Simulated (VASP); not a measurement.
# HfMg3 (Pm-3m) in VASP: notebook, part 2 of 2

VASP 6.6.1.

## 3. Single point, PBE (23.34 Å³/atom)

This run uses another cell than the first one, of 23.34 Å³/atom.

File INCAR:

```
SYSTEM = HfMg3
ALGO = Normal
EDIFF = 1E-6
ENCUT = 520
GGA = PE
ISIF = 2
ISMEAR = 0
LASPH = .TRUE.
LCHARG = .FALSE.
LREAL = .FALSE.
LWAVE = .FALSE.
NBANDS = 16
NELM = 60
PREC = Accurate
SIGMA = 0.05
```

File KPOINTS:

```
k-points
0
G
  8 8 8
  0 0 0
```

File POSCAR:

```
HfMg3
1.0
    4.5363481474      0.0000000000      0.0000000000
    0.0000000000      4.5363481474      0.0000000000
    0.0000000000      0.0000000000      4.5363481474
Hf Mg
1 3
Direct
    0.0000000000      0.0000000000      0.0000000000
    0.0000000000      0.5000000000      0.5000000000
    0.5000000000      0.5000000000      0.0000000000
    0.5000000000      0.0000000000      0.5000000000
```

Potentials or basis: VASP PAW PBE potentials, release 64 (Hf_pv, Mg).

Started as:

```console
> cat potpaw_PBE.64/Hf_pv/POTCAR potpaw_PBE.64/Mg/POTCAR > POTCAR
> mpirun -np 1 vasp_std > vasp.out
```

OUTCAR:

```text
SYSTEM = HfMg3
   EDIFF = 1E-6
   ENCUT = 520
   GGA = PE
   ISIF = 2
   ISMEAR = 0
   LASPH = .TRUE.
   LREAL = .FALSE.
   NELM = 60
   PREC = Accurate

 ion  position               nearest neighbor table
   1  0.000  0.000  0.000-   2 3.21   3 3.21   4 3.21   2 3.21   4 3.21   2 3.21   3 3.21   2 3.21
                             3 3.21   4 3.21   4 3.21   3 3.21
   2  0.000  0.500  0.500-   1 3.21   3 3.21   4 3.21   1 3.21   3 3.21   1 3.21   4 3.21   1 3.21
                             3 3.21   4 3.21   3 3.21   4 3.21
[... 662 lines left out ...]
  --------------------------------------------------------------------------------------
  -------------------------------------------------------------------------------------
  Total       -2.0172385     -2.0172385     -2.0172385     -0.0000000     -0.0000000      0.0000000
  in kB      -34.6217241    -34.6217241    -34.6217241     -0.0000000     -0.0000000      0.0000000
  external PRESSURE =     -34.6217241 kB  Pullay stress =       0.0000000 kB

 VOLUME and BASIS-vectors are now :
 -----------------------------------------------------------------------------
  energy-cutoff  :      520.00
  volume of cell :       93.35
      direct lattice vectors                 reciprocal lattice vectors
     4.536348147  0.000000000  0.000000000     0.220441634  0.000000000  0.000000000
     0.000000000  4.536348147  0.000000000     0.000000000  0.220441634  0.000000000
     0.000000000  0.000000000  4.536348147     0.000000000  0.000000000  0.220441634

 POSITION                                       TOTAL-FORCE (eV/Angst)
 -----------------------------------------------------------------------------------
      0.00000      0.00000      0.00000         0.000000      0.000000      0.000000
      0.00000      2.26817      2.26817         0.000000      0.000000      0.000000
      2.26817      2.26817      0.00000         0.000000      0.000000      0.000000
      2.26817      0.00000      2.26817         0.000000      0.000000      0.000000
 -----------------------------------------------------------------------------------
    total drift:                                0.000000     -0.000000     -0.000000

  FREE ENERGIE OF THE ION-ELECTRON SYSTEM (eV)
  ---------------------------------------------------
  free  energy   TOTEN  =       -13.8107588539 eV

  energy  without entropy=      -13.8068788657  energy(sigma->0) =      -13.80881886
```

OSZICAR:

```text
N       E                     dE             d eps       ncg     rms          rms(c)
DAV:   1     0.214486598458E+02    0.21449E+02   -0.68955E+03  1184   0.802E+02
DAV:   2    -0.132225877220E+02   -0.34671E+02   -0.32759E+02  1528   0.149E+02
DAV:   3    -0.144871627609E+02   -0.12646E+01   -0.12425E+01  1416   0.186E+01
DAV:   4    -0.145030748373E+02   -0.15912E-01   -0.15894E-01  1312   0.248E+00
DAV:   5    -0.145033162263E+02   -0.24139E-03   -0.24138E-03  1464   0.285E-01    0.297E+01
DAV:   6    -0.138973765654E+02    0.60594E+00   -0.11977E+00  1168   0.517E+00    0.199E+01
DAV:   7    -0.138135020759E+02    0.83874E-01   -0.30300E-01  1432   0.277E+00    0.258E+00
DAV:   8    -0.138112255515E+02    0.22765E-02   -0.80451E-03  1296   0.521E-01    0.436E-01
DAV:   9    -0.138107626583E+02    0.46289E-03   -0.19467E-03  1328   0.246E-01    0.206E-01
DAV:  10    -0.138107626661E+02   -0.77541E-08   -0.32282E-05  1408   0.274E-02    0.258E-02
DAV:  11    -0.138107589767E+02    0.36894E-05   -0.45726E-06  1328   0.143E-02    0.405E-03
DAV:  12    -0.138107588539E+02    0.12280E-06   -0.16672E-07   776   0.276E-03
   1 F= -.13810759E+02 E0= -.13808819E+02  d E =-.387999E-02
```

stdout:

```text
POSCAR found type information on POSCAR HfMg
 POSCAR found :  2 types and       4 ions
 scaLAPACK will be used
 LDA part: xc-table for (Slater+PW92), standard interpolation
 POSCAR, INCAR and KPOINTS ok, starting setup
 FFT: planning ... GRIDC
 FFT: planning ... GRID_SOFT
 FFT: planning ... GRID
 WAVECAR not read
 entering main loop
```

Wall time 74 s (1 thread of Intel Xeon 8259CL, shared host); peak memory 0.23 GiB.

What came out:

```
Free energy            : -13.8108 eV
Pressure               : -3.5 GPa
Band gap on the k mesh : zero (bands 8 and 9 overlap by 1.36 eV)
```

Levels at points of the mesh, in eV from the Fermi level:
```
           k point  band 5  band 6  band 7  band 8  band 9  band 10  band 11  band 12
(0.00, 0.00, 0.00)   -1.11   -1.11    0.54    0.54    0.54     1.19     1.19     1.19
(0.50, 0.00, 0.00)   -4.49   -0.63   -0.27   -0.27    1.38     1.78     2.54     2.54
(0.50, 0.50, 0.00)   -3.06   -2.58   -2.58    0.23    0.23     1.39     2.18     2.18
(0.50, 0.50, 0.50)   -2.12   -2.12   -1.33   -0.81   -0.81    -0.81    -0.41     2.23
```

Caveat: the cell stands under tension; spin-orbit coupling is left out, which moves the levels of the heavy elements.

## 4. Single point, PBE (23.99 Å³/atom)

This run uses another cell than the first one, of 23.99 Å³/atom.

File INCAR:

```
SYSTEM = HfMg3
PREC     = Accurate       ! precision mode
ENCUT    = 520            ! plane-wave cutoff, eV
EDIFF    = 1E-6           ! SCF threshold, eV
ISMEAR   = 0              ! smearing method
SIGMA    = 0.05           ! smearing width, eV
LREAL    = .False.        ! projectors in reciprocal space
LASPH    = .True.         ! aspherical terms in the spheres
NELM     = 100            ! most SCF steps
ALGO     = Normal         ! electronic algorithm
ISIF     = 2              ! what is computed and relaxed
LWAVE    = .False.        ! write WAVECAR
LCHARG   = .False.        ! write CHGCAR
GGA      = PE             ! functional
NBANDS   = 16             ! bands
```

File KPOINTS:

```
regular mesh
0
Gamma
  8 8 8
  0 0 0
```

File POSCAR:

```
HfMg3
1.0
    4.5783537609      0.0000000000      0.0000000000
    0.0000000000      4.5783537609      0.0000000000
    0.0000000000      0.0000000000      4.5783537609
Hf Mg
1 3
Direct
    0.0000000000      0.0000000000      0.0000000000
    0.0000000000      0.5000000000      0.5000000000
    0.5000000000      0.5000000000      0.0000000000
    0.5000000000      0.0000000000      0.5000000000
```

Started as:

```console
> cat potpaw_PBE.64/Hf_pv/POTCAR potpaw_PBE.64/Mg/POTCAR > POTCAR
> mpirun -np 1 vasp_std > vasp.out
```

Run time: 75 s. Hardware: 1 thread of Intel Xeon 8259CL, shared host; peak memory 0.23 GiB.

The run converged. Its results:

```yaml
Free_energy: -13.7450 eV
Pressure: -4.6 GPa
Band_gap_on_the_k_mesh: zero (bands 8 and 9 overlap by 1.33 eV)
```

Levels at points of the mesh, in eV from the Fermi level:
```tsv
k point	band 6	band 7	band 8	band 9	band 10	band 11
(0.00, 0.00, 0.00)	-1.08	0.52	0.52	0.52	1.16	1.16
(0.50, 0.00, 0.00)	-0.60	-0.26	-0.26	1.34	1.71	2.47
(0.50, 0.50, 0.00)	-2.56	-2.56	0.23	0.23	1.33	2.10
(0.50, 0.50, 0.50)	-2.10	-1.29	-0.82	-0.82	-0.82	-0.48
```

Caveat: the cell stands under tension; spin-orbit coupling is left out, which moves the levels of the heavy elements.

## 5. The runs side by side

```tsv
cell	gap on the mesh (eV)	pressure (GPa)
a = 4.494 Å, 4 atoms	none	-2.2
a = 4.536 Å, 4 atoms	none	-3.5
a = 4.578 Å, 4 atoms	none	-4.6
```

Alike in all rows: task single point; level PBE; potentials or basis VASP PAW PBE potentials, release 64 (Hf_pv, Mg); no spin polarisation; k mesh 8 × 8 × 8; cutoff (eV) 520; smearing gaussian 0.05 eV.

Caveats: spin-orbit coupling is left out, which moves the levels of the heavy elements; the cell stands under tension (at least some runs).

Total energies depend on the potentials used, so only differences within one code and one set of settings carry meaning.
